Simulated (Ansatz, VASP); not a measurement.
# Two plane-wave programs on MoS2

Contents of INCAR:

```
SYSTEM = MoS2
PREC = Accurate
ENCUT = 600
EDIFF = 1E-6
ISMEAR = -1
SIGMA = 0.05
LREAL = .False.
LASPH = .True.
NELM = 100
ALGO = Normal
ISIF = 3
LWAVE = .False.
LCHARG = .False.
GGA = B5
ALDAX = 1.0
AGGAX = 1.0
AGGAC = 1.0
ALDAC = 0.0
IVDW = 12
VDW_S6 = 1.0
VDW_S8 = 2.6996
VDW_A1 = 0.4298
VDW_A2 = 4.2359
IBRION = 2
NSW = 60
EDIFFG = -0.01
```

KPOINTS

```
Automatic mesh
0
Gamma
  10 10 3
  0 0 0
```

File POSCAR:

```
MoS2
1.0
    3.1690000000      0.0000000000      0.0000000000
   -1.5845000000      2.7444345046      0.0000000000
    0.0000000000      0.0000000000     12.3240000000
Mo S
2 4
Direct
    0.6666666667      0.3333333333      0.7500000000
    0.3333333333      0.6666666667      0.2500000000
    0.6666666667      0.3333333333      0.3770000000
    0.3333333333      0.6666666667      0.8770000000
    0.6666666667      0.3333333333      0.1230000000
    0.3333333333      0.6666666667      0.6230000000
```

Contents of input.yaml:

```yaml
crystal:
  lattice:
    - [3.169, 0.0, 0.0]
    - [-1.5845, 2.7444345046, 0.0]
    - [0.0, 0.0, 12.324]
  atoms:
    - { symbol: Mo, position: [0.6666666667, 0.3333333333, 0.75] }
    - { symbol: Mo, position: [0.3333333333, 0.6666666667, 0.25] }
    - { symbol: S, position: [0.6666666667, 0.3333333333, 0.377] }
    - { symbol: S, position: [0.3333333333, 0.6666666667, 0.877] }
    - { symbol: S, position: [0.6666666667, 0.3333333333, 0.123] }
    - { symbol: S, position: [0.3333333333, 0.6666666667, 0.623] }
hamiltonian:
  xc: blyp
  pseudopotentials: { kind: paw }
  dispersion: d3bj
kpoints:
  mp_grid: { grid: [10, 10, 3] }
scf:
  occupations: { method: fermi_dirac, width: 0.05 }
output:
  forces: true
  stress: true
relax:
  f_tol: 0.01
  max_steps: 40
  cell: { stress_tol: 0.05 }
```

Alike in both runs: task relaxation of cell and atoms; functional BLYP; dispersion D3(BJ); k mesh 10 × 10 × 3; occupations fermi-dirac, width 0.05 eV; no spin polarisation.

|  | VASP | Ansatz |
| --- | --- | --- |
| version | VASP 6.6.1 | Ansatz 0.2.0 |
| potentials or method | VASP PAW PBE potentials, release 64 (Mo_sv, S) | Ansatz PAW |
| plane-wave cutoff (eV) | 600 | 420 |
| valence electrons in the cell | 52 | 52 |

Ansatz gave:

* relaxed volume (Å³/atom): 17.27
* relaxed length of the cell vector where the two differ most in proportion (Å): 3.180

What did VASP give for the same quantities?

Relaxed volume (Å³/atom): 17.28; relaxed length of the cell vector where the two differ most in proportion (Å): 3.181.

VASP's potentials were made for PBE, not for BLYP.

Noted on Ansatz's run: odd divisions of the mesh miss points on the zone boundary, where band edges often lie, so the gap on the mesh can be too wide; the plane-wave basis is chosen anew once the cell has moved, so the energies of steps on either side of that aren't comparable.
